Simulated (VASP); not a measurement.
# Rh (P6_3/mmc) in VASP: a series of runs

The runs below take Rh through single point, with PBEsol, LDA.

Everything below comes from runs of VASP 6.6.1. Logs are shortened: lines on timing, memory, paths and dates and some standing lists are left out, and cuts for length are marked.

## 1. The cell of the first run

Symmetry: P6_3/mmc, No. 194, hexagonal system. Conventional cell: a = 2.692 Å, b = 2.692 Å, c = 8.798 Å, α = 90.00°, β = 90.00°, γ = 120.00°. Rh (site symmetry -6m2) has 12 Rh at 2.69 Å within 3.5 Å. Rh (site symmetry -3m) has 12 Rh at 2.69 Å within 3.5 Å.

## 2. Single point, PBEsol

File INCAR:

```
  ALGO = Fast
  EDIFF = 1E-6
  ENCUT = 520
  GGA = PS
  ISIF = 2
  ISMEAR = -1
  LASPH = T
  LCHARG = F
  LREAL = F
  LWAVE = F
  NBANDS = 38
  NELM = 60
  PREC = Accurate
  SIGMA = 0.05
```

File KPOINTS:

```
k-points
0
Gamma
  11 11 3
```

File POSCAR:

```
Rh
1.0
    2.6917446234      0.0000000000      0.0000000000
   -1.3458723117      2.3311192244      0.0000000000
    0.0000000000      0.0000000000      8.7980701300
Rh
4
Direct
    0.6666666667      0.3333333333      0.7500000000
    0.0000000000      0.0000000000      0.5000000000
    0.3333333333      0.6666666667      0.2500000000
    0.0000000000      0.0000000000      0.0000000000
```

Potentials or basis: VASP PAW PBE potentials, release 64 (Rh_pv).

Run with:

```
cat potpaw_PBE.64/Rh_pv/POTCAR > POTCAR
mpirun -np 1 vasp_std > vasp.out
```

OUTCAR:

```text
EDIFF = 1E-6
   ENCUT = 520
   GGA = PS
   ISIF = 2
   ISMEAR = -1
   LASPH = T
   LREAL = F
   NELM = 60
   PREC = Accurate

 ion  position               nearest neighbor table
   1  0.667  0.333  0.750-   2 2.69   4 2.69   2 2.69   4 2.69   2 2.69   4 2.69
   2  0.000  0.000  0.500-   1 2.69   3 2.69   1 2.69   3 2.69   1 2.69   3 2.69
   3  0.333  0.667  0.250-   2 2.69   4 2.69   2 2.69   4 2.69   2 2.69   4 2.69
   4  0.000  0.000  0.000-   1 2.69   3 2.69   1 2.69   3 2.69   1 2.69   3 2.69

  LATTYP: Found a hexagonal cell.
 ALAT       =     2.6917446234
 C/A-ratio  =     3.2685382014

  Lattice vectors:

 A1 = (   2.6917446234,   0.0000000000,   0.0000000000)
 A2 = (  -1.3458723117,   2.3311192244,   0.0000000000)
 A3 = (   0.0000000000,   0.0000000000,   8.7980701300)

Analysis of symmetry for initial positions (statically):
=====================================================================
 Subroutine PRICEL returns:
 Original cell was already a primitive cell.

 Routine SETGRP: Setting up the symmetry group for a
 hexagonal supercell.

 Subroutine GETGRP returns: Found 24 space group operations
 (whereof 12 operations were pure point group operations)
 out of a pool of 24 trial point group operations.

The static configuration has the point symmetry D_3d.
 The point group associated with its full space group is D_6h.

Analysis of symmetry for dynamics (positions and initial velocities):
=====================================================================
 Subroutine PRICEL returns:
 Original cell was already a primitive cell.

 Routine SETGRP: Setting up the symmetry group for a
 hexagonal supercell.

 Subroutine GETGRP returns: Found 24 space group operations
 (whereof 12 operations were pure point group operations)
 out of a pool of 24 trial point group operations.

The dynamic configuration has the point symmetry D_3d.
 The point group associated with its full space group is D_6h.

 Subroutine INISYM returns: Found 24 space group operations
 (whereof 12 operations are pure point group operations),
 and found     1 'primitive' translations

----------------------------------------------------------------------------------------

                                     Primitive cell

  volume of cell :      55.2059

  direct lattice vectors                    reciprocal lattice vectors
     2.691744623  0.000000000  0.000000000     0.371506268  0.214489244  0.000000000
[... 84 lines left out ...]
   ISPIN  =      1    spin polarized calculation?
   LNONCOLLINEAR =      F non collinear calculations
   LSORBIT =      F    spin-orbit coupling
   LASPH  =      T    aspherical Exc in radial PAW
   ENCUT  =  520.0 eV  38.22 Ry    6.18 a.u.   5.00  5.00 16.36*2*pi/ulx,y,z
   NELM   =     60;   NELMIN=  2; NELMDL= -5     # of ELM steps
   EDIFF  = 0.1E-05   stopping-criterion for ELM
   LREAL  =      F    real-space projection
   EDIFFG = 0.1E-04   stopping-criterion for IOM
   NSW    =      0    number of steps for IOM
   IBRION =     -1    ionic relax: 0-MD 1-quasi-New 2-CG
   NFREE  =      0    steps in history (QN), initial steepest desc. (CG)
   ISIF   =      2    stress and relaxation
   ISYM   =      2    0-nonsym 1-usesym 2-fastsym
   POTIM  = 0.5000    time-step for ionic-motion
   TEBEG  =    0.0;   TEEND  =   0.0 temperature during run
   PSTRESS=    0.0 pullay stress
   NELECT =      60.0000    total number of electrons
   NUPDOWN=      -1.0000    fix difference up-down
   EMIN   =  10.00;   EMAX   =-10.00  energy-range for DOS
   EFERMI =   0.00;   METHOD = LEGACY
   ISMEAR =    -1;   SIGMA  =   0.05  broadening in eV -4-tet -1-fermi 0-gaus
   EFERMI_NEDOS =   21; number of points for ismear=-14 and -15
   IALGO  =     68    algorithm
   IMIX   =      4    mixing-type and parameters
     AMIX     =   0.40;   BMIX     =  1.00
     AMIX_MAG =   1.60;   BMIX_MAG =  1.00
  volume/ion in A,a.u.               =      13.80        93.14
  Fermi-wavevector in a.u.,A,eV,Ry     =   1.683178  3.180745 38.546496  2.833088
  Thomas-Fermi vector in A             =   2.766425
   LORBIT       =      0    0 simple, 1 ext, 2 COOP (PROOUT), +10 PAW based schemes
   GGA     = PS    functional components
   LHFCALC =     F    Hartree Fock is set to
   AEXX    =    0.0000 exact exchange contribution
   IVDW    =     0    specifies the selected vdW correction
   LEPSILON=     F    determine dielectric tensor
   LRPA    =     F    only Hartree local field effects (RPA)
 non-spin polarized calculation
 RMM-DIIS sequential band-by-band and
  energy-cutoff  :      520.00
  volume of cell :       55.21
 maximum number of plane-waves:      1513
 NGX is ok and might be reduce to    20
   NGX =  9   NGY =  9   NGZ = 33

 number of electron      59.9999994 magnetization

 Free energy of the ion-electron system (eV)
  ---------------------------------------------------
  ext. energy  EPLUGINS =         0.00000000
  ---------------------------------------------------
  free energy    TOTEN  =       -32.46895338 eV

  energy without entropy =      -32.41756541  energy(sigma->0) =      -32.44325940

 E-fermi :  11.7051     XC(G=0): -14.1927

 val. band max:       11.7018292254   @ k =   0.3636   0.0000   0.3333
 cond. band min:      11.7060078414   @ k =   0.3636   0.2727   0.3333
 fundamental gap:      0.0041786161
 Fermi energy:        11.7050529093

 k-point     1 :       0.0000    0.0000    0.0000
  band No.  band energies     occupation
      1     -35.3682      2.00000
      2     -35.0124      2.00000
      3     -35.0121      2.00000
      4     -34.7302      2.00000
      5     -34.7302      2.00000
      6     -34.6847      2.00000
[... 973 lines left out ...]
     37      21.9246      0.00000
     38      24.7939      0.00000

 [... further k-points ...]
[... 5 lines left out ...]
  --------------------------------------------------------------------------------------
  -------------------------------------------------------------------------------------
  Total       -1.7150373     -1.7150373     -2.3000143      0.0000000      0.0000000      0.0000000
  in kB      -49.7735246    -49.7735247    -66.7506279      0.0000000      0.0000000      0.0000000
  external PRESSURE =     -55.4325591 kB  Pullay stress =       0.0000000 kB

 VOLUME and BASIS-vectors are now :
 -----------------------------------------------------------------------------
  energy-cutoff  :      520.00
  volume of cell :       55.21
      direct lattice vectors                 reciprocal lattice vectors
     2.691744623  0.000000000  0.000000000     0.371506268  0.214489244  0.000000000
    -1.345872312  2.331119224  0.000000000     0.000000000  0.428978488  0.000000000
     0.000000000  0.000000000  8.798070130     0.000000000  0.000000000  0.113661290

 POSITION                                       TOTAL-FORCE (eV/Angst)
 -----------------------------------------------------------------------------------
      1.34587      0.77704      6.59855        -0.000000      0.000000     -0.000000
      0.00000      0.00000      4.39904         0.000000      0.000000      0.000000
     -0.00000      1.55408      2.19952         0.000000      0.000000     -0.000000
      0.00000      0.00000      0.00000         0.000000      0.000000      0.000000
 -----------------------------------------------------------------------------------
    total drift:                                0.000000     -0.000000      0.000000

  FREE ENERGIE OF THE ION-ELECTRON SYSTEM (eV)
  ---------------------------------------------------
  free  energy   TOTEN  =       -32.4689533808 eV

  energy  without entropy=      -32.4175654119  energy(sigma->0) =      -32.44325940
```

OSZICAR:

```text
N       E                     dE             d eps       ncg     rms          rms(c)
DAV:   1     0.769995372976E+03    0.77000E+03   -0.36333E+04  2448   0.182E+03
DAV:   2    -0.991284232222E+01   -0.77991E+03   -0.75836E+03  2552   0.574E+02
DAV:   3    -0.347359790863E+02   -0.24823E+02   -0.24226E+02  2672   0.112E+02
DAV:   4    -0.349728946221E+02   -0.23692E+00   -0.23673E+00  2710   0.110E+01
DAV:   5    -0.349769064074E+02   -0.40118E-02   -0.40117E-02  2726   0.146E+00    0.220E+01
RMM:   6    -0.325450479304E+02    0.24319E+01   -0.71991E+00  2442   0.178E+01    0.691E+00
RMM:   7    -0.325009085238E+02    0.44139E-01   -0.58474E-01  2491   0.390E+00    0.303E+00
RMM:   8    -0.325306562667E+02   -0.29748E-01   -0.12228E-01  2514   0.215E+00    0.293E+00
RMM:   9    -0.324735257624E+02    0.57131E-01   -0.73527E-02  2495   0.202E+00    0.879E-01
RMM:  10    -0.324688934209E+02    0.46323E-02   -0.12263E-02  2592   0.791E-01    0.478E-02
RMM:  11    -0.324689508679E+02   -0.57447E-04   -0.78563E-04  2604   0.184E-01    0.265E-02
RMM:  12    -0.324689517788E+02   -0.91086E-06   -0.12067E-04  2652   0.957E-02    0.686E-03
RMM:  13    -0.324689522800E+02   -0.50119E-06   -0.27721E-05  2822   0.420E-02    0.540E-03
RMM:  14    -0.324689535221E+02   -0.12421E-05   -0.71256E-06  2392   0.241E-02    0.246E-03
RMM:  15    -0.324689533808E+02    0.14128E-06   -0.26840E-06  1546   0.139E-02
   1 F= -.32468953E+02 E0= -.32443259E+02  d E =-.513880E-01
```

Run time: 86 s. Hardware: 1 thread of AMD EPYC 7R43 (Zen 3), shared host; peak memory 0.15 GiB.

What came out:

| Item | Value |
| --- | --- |
| Free energy | -32.4690 eV |
| Pressure | -5.5 GPa |
| Band gap on the k mesh | zero (band 30 reaches 12.33 eV, above the bottom of band 31 at 10.70 eV) |

Stress tensor (GPa, compression positive):
```
-4.98  0.00  0.00
 0.00 -4.98  0.00
 0.00  0.00 -6.68
```

Levels at points of the mesh, in eV from the Fermi level:
```tsv
k point	band 27	band 28	band 29	band 30	band 31	band 32	band 33	band 34
(0.00, 0.00, 0.00)	-2.63	-1.43	-1.43	-0.84	-0.84	-0.34	-0.34	0.43
```

Caveat: the PAW data sets were made with another functional, which shifts forces and pressure a little.

## 3. Single point, LDA

This run uses another cell than the first one, of 12.97 Å³/atom, 0.940 times its volume.

File INCAR:

```
SYSTEM = Rh
PREC = Accurate ; ENCUT = 530
EDIFF = 1E-6 ; ISMEAR = -1
SIGMA = 0.05 ; LREAL = .FALSE.
LASPH = .TRUE. ; NELM = 120
ALGO = Normal ; ISIF = 2
LWAVE = .FALSE. ; LCHARG = .FALSE.
GGA = CA ; NBANDS = 42
GGA_COMPAT = .FALSE.
```

File KPOINTS:

```
regular mesh
0
G
  11 11 3
  0 0 0
```

File POSCAR:

```
Rh
1.0
    2.6367956413      0.0000000000      0.0000000000
   -1.3183978206      2.2835320100      0.0000000000
    0.0000000000      0.0000000000      8.6184672829
Rh
4
Direct
    0.6666666667      0.3333333333      0.7500000000
    0.0000000000      0.0000000000      0.5000000000
    0.3333333333      0.6666666667      0.2500000000
    0.0000000000      0.0000000000      0.0000000000
```

Potentials or basis: VASP PAW LDA potentials, release 64 (Rh_sv_GW).

Run with:

```
cat potpaw_LDA.64/Rh_sv_GW/POTCAR > POTCAR
mpirun -np 1 vasp_std > vasp.out
```

It took 58 s on 1 thread of AMD EPYC 9R45 (Zen 5), shared host; peak memory 0.16 GiB.

The run converged. Its results:

```yaml
Free_energy: -31.2057 eV
Pressure: 5.1 GPa
Band_gap_on_the_k_mesh: zero (band 34 reaches 12.36 eV, above the bottom of band 35 at 10.54 eV)
```

Stress tensor (GPa, compression positive):
```
5.72 0.00 0.00
0.00 5.72 0.00
0.00 0.00 3.78
```

Levels at points of the mesh, in eV from the Fermi level:
```csv
k point,band 30,band 31,band 32,band 33,band 34,band 35,band 36,band 37,band 38,band 39
"(0.00, 0.00, 0.00)",-2.91,-2.91,-1.58,-1.58,-0.93,-0.93,-0.37,-0.37,0.48,0.48
```
